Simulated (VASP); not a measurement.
A run of VASP 6.6.1 is set up as follows.

Contents of INCAR:

```
  PREC = Accurate
  ENCUT = 520
  EDIFF = 1E-6
  ISMEAR = -1
  SIGMA = 0.15
  LREAL = F
  LASPH = T
  NELM = 60
  ALGO = Normal
  ISIF = 2
  LWAVE = F
  LCHARG = F
  GGA = PE
  NBANDS = 13
```

KPOINTS

```
regular mesh
0
Gamma
  4 4 4
```

The input POSCAR:

```
W
1.0
    0.0000000000      2.0206000000      2.0206000000
    2.0206000000      0.0000000000      2.0206000000
    2.0206000000      2.0206000000      0.0000000000
W
1
Direct
    0.0000000000      0.0000000000      0.0000000000
```

Potentials or basis: VASP PAW PBE potentials, release 64 (W_sv).

The run is started by

```bash
$ cat potpaw_PBE.64/W_sv/POTCAR > POTCAR
$ mpirun -np 1 vasp_std > vasp.out
```

What does it give for the pressure?

-0.7 GPa.

Estimate the band gap on the k mesh.

zero (band 7 reaches 13.45 eV, above the bottom of band 8 at 9.89 eV).

Caveat: the k points lie up to 0.67 Å⁻¹ apart; spin-orbit coupling is left out, which moves the levels of the heavy elements.
